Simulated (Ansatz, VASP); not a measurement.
**TiC in VASP and in Ansatz**

Contents of INCAR:

```
PREC = Accurate
ENCUT = 520
EDIFF = 1E-6
ISMEAR = 0
SIGMA = 0.15
LREAL = False
LASPH = True
NELM = 80
ALGO = Normal
ISIF = 2
LWAVE = False
LCHARG = False
GGA = PE
NBANDS = 15
```

KPOINTS

```
regular mesh
0
Gamma
  18 18 18
```

The input POSCAR:

```
TiC
1.0
    0.0000000000      2.1640000000      2.1640000000
    2.1640000000      0.0000000000      2.1640000000
    2.1640000000      2.1640000000      0.0000000000
Ti C
1 1
Direct
   -0.0173290203     -0.0173290203      0.0173290203
    0.5000000000      0.5000000000      0.5000000000
```

Input for Ansatz:

```yaml
crystal:
  lattice:
    - [0.0, 2.164, 2.164]
    - [2.164, 0.0, 2.164]
    - [2.164, 2.164, 0.0]
  atoms:
    - { symbol: Ti, position: [-0.0173290203, -0.0173290203, 0.0173290203] }
    - { symbol: C, position: [0.5, 0.5, 0.5] }
basis:
  ecutwfc: 420
kpoints:
  mp_grid: { grid: [18, 18, 18] }
hamiltonian:
  xc: pbe
scf:
  occupations: { method: gaussian, width: 0.15 }
output:
  forces: true
  stress: true
  eigenvalues: true
```

Change from the starting cell: all Ti atoms moved +0.075 Å, as atom 1 towards its neighbour atom 2 (C) at 2.164 Å.

Alike in both runs: task single point; functional PBE; k mesh 18 × 18 × 18; occupations gaussian, width 0.15 eV; no spin polarisation.

```csv
,VASP,Ansatz
version,VASP 6.6.1,Ansatz 0.2.0
potentials or method,"VASP PAW PBE potentials, release 64 (Ti_sv, C), cutoff 520 eV","scalar-relativistic, plane waves, PAW"
valence electrons in the cell,16,16
```

```tsv
	VASP	Ansatz	Ansatz less VASP
gap on the k mesh at the Fermi level (eV)	none	none	-
pressure (GPa)	1.7	1.5	-0.19
traceless stress, the component that is largest in VASP (GPa)	1.03	1.02	-0.012
rms of the force components (eV/Å)	0.401	0.400	-0.0018
```

Atom by atom the forces differ by 0.002 eV/Å (rms over components). A gap of «none» marks a metal or a gap that the smearing closes.
